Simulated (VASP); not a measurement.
Set up this calculation in VASP 6.6.1, as the native input.

- Task: single point
- Functional: PBEsol
- Potentials or basis: VASP PAW PBE potentials, release 64 (Pd, Ge_d)
- Cutoff: 520 eV
- k mesh: 7 × 7 × 7
- Occupations: fermi-dirac, width 0.05 eV
- Spin: no spin polarisation
- Dipole correction: no
- Further INCAR settings: ALGO = Normal; EDIFF = 1e-07; NBANDS = 34

The structure of Ge3Pd lies in POSCAR:

```
Ge3Pd
1.0
    4.1420230000      0.0000000000      0.0000000000
    0.0000000000      4.1420230000      0.0000000000
    0.0000000000      0.0000000000      4.1420230000
Pd Ge
1 3
Direct
    0.0000000000      0.0000000000      0.0000000000
    0.5000000000      0.5000000000      0.0000000000
    0.5000000000      0.0000000000      0.5000000000
    0.0000000000      0.5000000000      0.5000000000
```

These files were run (other wordings do the same):

INCAR

```
PREC = Accurate
ENCUT = 520
EDIFF = 1E-7
ISMEAR = -1
SIGMA = 0.05
LREAL = F
LASPH = T
NELM = 80
ALGO = Normal
ISIF = 2
LWAVE = F
LCHARG = T
GGA = PS
LELF = T
LVHAR = T
NBANDS = 34
```

KPOINTS

```
Automatic mesh
0
Gamma
  7 7 7
```

Potentials or basis: VASP PAW PBE potentials, release 64 (Pd, Ge_d).

Launch:

```console
$ cat potpaw_PBE.64/Pd/POTCAR potpaw_PBE.64/Ge_d/POTCAR > POTCAR
$ mpirun -np 1 vasp_std > vasp.out
```

It gave:

```
Pressure               : -4.7 GPa
Band gap on the k mesh : zero (band 26 reaches 7.51 eV, above the bottom of band 27 at 5.98 eV)
```

Caveat: the PAW data sets were made with another functional, which shifts forces and pressure a little.

Run time: 28 s on 1 thread of AMD EPYC 9R14 (Zen 4), on a shared host, peak memory 0.17 GiB.
